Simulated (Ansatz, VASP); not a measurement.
CaH5 in VASP and in Ansatz

```xyz
6
Lattice="3.1617 -2.9964 0.0000 3.1617 2.9964 0.0000 -1.0617 0.0000 4.1060" Properties=species:S:1:pos:R:3 pbc="T T T"
Ca    3.1617   -1.3918    0.0000
H     5.2492    0.4952    1.4465
H     0.0124    0.4952    2.6595
H     3.1233    2.1223    1.4192
H     2.1383    2.1223    2.6868
H     3.1617    2.6729    0.0000
```

Alike in both runs: task single point; functional PBE; k mesh 4 × 4 × 4; occupations gaussian, width 0.1 eV; no spin polarisation.

|  | VASP | Ansatz |
| --- | --- | --- |
| version | VASP 6.6.1 | Ansatz 0.2.0 |
| potentials or method | VASP PAW PBE potentials, release 64 (Ca_sv, H), cutoff 520 eV | scalar-relativistic, plane waves, PAW |
| valence electrons in the cell | 15 | 15 |

|  | VASP | Ansatz | Ansatz less VASP |
| --- | --- | --- | --- |
| gap on the k mesh at the Fermi level (eV) | none | none | - |
| pressure (GPa) | -5.2 | -5.1 | +0.05 |
| traceless stress, the component that is largest in VASP (GPa) | 8.27 | 8.22 | -0.044 |
| rms of the force components (eV/Å) | 0.781 | 0.773 | -0.0075 |

Atom by atom the forces differ by 0.009 eV/Å (rms over components). A gap of «none» marks a metal or a gap that the smearing closes.

The k mesh is coarse, so the values compare programs but aren't converged.
